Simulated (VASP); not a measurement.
IrRh3, 4 atoms in the cell. The structure is cubic, space group Pm-3m (No. 221). Conventional cell: a = 3.842 Å, b = 3.842 Å, c = 3.842 Å, α = 90.00°, β = 90.00°, γ = 90.00°. Within 3.6 Å of Ir (site symmetry m-3m) lie 12 Rh at 2.72 Å. Within 3.6 Å of Rh (site symmetry 4/mmm) lie 4 Ir at 2.72 Å and 8 Rh at 2.72 Å. 

- Program: VASP 6.6.1
- Task: single point
- Functional: PBEsol
- Dispersion: D3(BJ)
- Potentials or basis: VASP PAW PBE potentials, release 64 (Ir, Rh_pv)
- Cutoff: 520 eV
- k mesh: 6 × 6 × 6
- Occupations: methfessel-paxton, width 0.1 eV
- Spin: no spin polarisation
- Dipole correction: no
- Further INCAR settings: ALGO = Normal; EDIFF = 1e-06; NBANDS = 35

Potentials or basis: VASP PAW PBE potentials, release 64 (Ir, Rh_pv).

Run with:

```console
$ cat potpaw_PBE.64/Ir/POTCAR potpaw_PBE.64/Rh_pv/POTCAR > POTCAR
$ mpirun -np 1 vasp_std > vasp.out
```

Hardware: 1 thread of Intel(R) Xeon(R) Platinum 8488C (Sapphire Rapids) (shared host).

Q: Estimate the wall time of this run.

A: Wall time 24 s on 1 thread of Intel(R) Xeon(R) Platinum 8488C (Sapphire Rapids), on a shared host, peak memory 0.19 GiB. Counts: scf iterations 13, k points 20.
